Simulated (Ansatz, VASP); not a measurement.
## AlAs: VASP beside Ansatz

Contents of INCAR:

```
PREC = Accurate
ENCUT = 500
EDIFF = 1E-6
ISMEAR = 0
SIGMA = 0.004
LREAL = F
LASPH = T
NELM = 120
ALGO = Normal
ISIF = 2
LWAVE = F
LCHARG = F
GGA = PE
NBANDS = 11
GGA_COMPAT = F
```

The input KPOINTS:

```
regular mesh
0
Gamma
  4 4 4
```

Contents of POSCAR:

```
AlAs
1.0
    0.0000000000      2.8379008005      2.8379008005
    2.8379008005      0.0000000000      2.8379008005
    2.8379008005      2.8379008005      0.0000000000
Al As
1 1
Direct
    0.0000000000      0.0000000000      0.0000000000
    0.7500000000      0.7500000000      0.7500000000
```

Input for Ansatz:

```yaml
crystal:
  lattice:
    - [0.0, 2.8379008005, 2.8379008005]
    - [2.8379008005, 0.0, 2.8379008005]
    - [2.8379008005, 2.8379008005, 0.0]
  atoms:
    - { symbol: Al, position: [0.0, 0.0, 0.0] }
    - { symbol: As, position: [0.75, 0.75, 0.75] }
basis:
  ecutwfc: "22 Ha"
kpoints:
  mp_grid: { grid: [4, 4, 4] }
hamiltonian:
  xc: pbe
scf:
  occupations: { method: gaussian, width: 0.004 }
output:
  forces: true
  stress: true
  eigenvalues: true
```

Alike in both runs: task single point; functional PBE; k mesh 4 × 4 × 4; occupations gaussian, width 0.004 eV; no spin polarisation.

```csv
,VASP,Ansatz
version,VASP 6.6.1,Ansatz 0.2.0
potentials or method,"VASP PAW PBE potentials, release 64 (Al, As), cutoff 500 eV","scalar-relativistic, plane waves, PAW"
valence electrons in the cell,8,18
```

|  | VASP | Ansatz | Ansatz less VASP |
| --- | --- | --- | --- |
| gap on the k mesh at the Fermi level (eV) | 1.42 | 1.43 | +0.010 |
| least direct gap on the mesh (eV) | 1.99 | 1.98 | -0.007 |
| pressure (GPa) | 2.4 | 2.3 | -0.19 |

VASP's potentials hold 8 valence electrons a cell and Ansatz's 18, so a difference there can come from the potentials and not from the codes.

The k mesh is coarse, so the values compare programs but aren't converged.
